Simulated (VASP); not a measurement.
Write the native input for VASP 6.6.1 that does the following.

```yaml
Task: single point
Functional: PBE
Dispersion: D3(BJ)
Potentials_or_basis: VASP PAW PBE potentials, release 64 (As, S, Se)
Cutoff: 520 eV
k_mesh: 1 × 1 × 1, shifted
Occupations: fermi-dirac, width 0.05 eV
Spin: no spin polarisation
Dipole_correction: no
Further_INCAR_settings: LREAL = Auto; ALGO = Normal; EDIFF = 1e-06; NBANDS = 88; ISYM = 0
```

The structure of As10Se12S3 lies in POSCAR:

```
As10Se12S3
1.0
    8.8186510000      0.2405820000      0.2922810000
    0.2405820000      8.9584340000      0.2205530000
    0.2922810000      0.2205530000      8.8565100000
As S Se
10 3 12
Direct
    0.0516930893      0.6401769732      0.6807135249
    0.2642686314      0.9501456073     -0.0103693401
    0.6969755342      0.6813950433      0.5388260808
    0.0997440592      0.9003318455      0.6053055681
    0.5308476711      0.4412392622      0.4671067575
    0.5705728942      0.4655888194      0.1254289074
    0.7824231154      0.5665314898      0.7948389794
    0.8817242526      0.3351366560      0.6355996164
    0.2493569601      0.2356474340      0.8544396099
    0.5969277176      0.1078630602      0.4018799559
    0.5843287730      0.8879542518      0.0858272421
    0.1395007249      0.2826082736      0.6346232868
    0.3299965053      0.6511193364      0.3031343010
    0.9330772943      0.0465825788      0.4173211917
    0.0009842506      0.9262485003      0.9238285100
    0.8255242282      0.4906267521      0.1446244346
    0.7325207218      0.1086237453      0.1657154814
    0.5209614975      0.8601903758      0.8391104718
    0.3341794221      0.6081066239      0.9229227951
    0.3409526804      0.6671579127      0.5550039836
    0.9534444316      0.5347983281      0.4403517788
    0.1729189353      0.9794216854      0.3054698397
    0.1813806855      0.4310572370      0.0476405384
    0.4949312360      0.2504623128      0.7072284443
    0.3723329639      0.2089572319      0.3096889186
```

These files were run (other wordings do the same):

INCAR

```
PREC = Accurate ; ENCUT = 520
EDIFF = 1E-6 ; ISMEAR = -1
SIGMA = 0.05 ; LREAL = Auto
LASPH = T ; NELM = 100
ALGO = Normal ; ISIF = 2
LWAVE = F ; LCHARG = F
GGA = PE ; IVDW = 12
NBANDS = 88 ; ISYM = 0
```

KPOINTS

```
Automatic mesh
0
Gamma
  1 1 1
  0.25 0.25 0.25
```

Potentials or basis: VASP PAW PBE potentials, release 64 (As, S, Se).

The run is started by

```console
$ cat potpaw_PBE.64/As/POTCAR potpaw_PBE.64/S/POTCAR potpaw_PBE.64/Se/POTCAR > POTCAR
$ mpirun -np 1 vasp_std > vasp.out
```

It gave:

* Pressure: -2.2 GPa
* Largest force: 1.284 eV/Å
* Band gap on the k mesh: 0.42 eV
* Dispersion energy per atom: -0.297 eV

Caveat: the k points lie up to 0.71 Å⁻¹ apart.

Wall time 2.6 min on 1 thread of AMD EPYC 7R13 (shared host), peak memory 0.67 GiB.
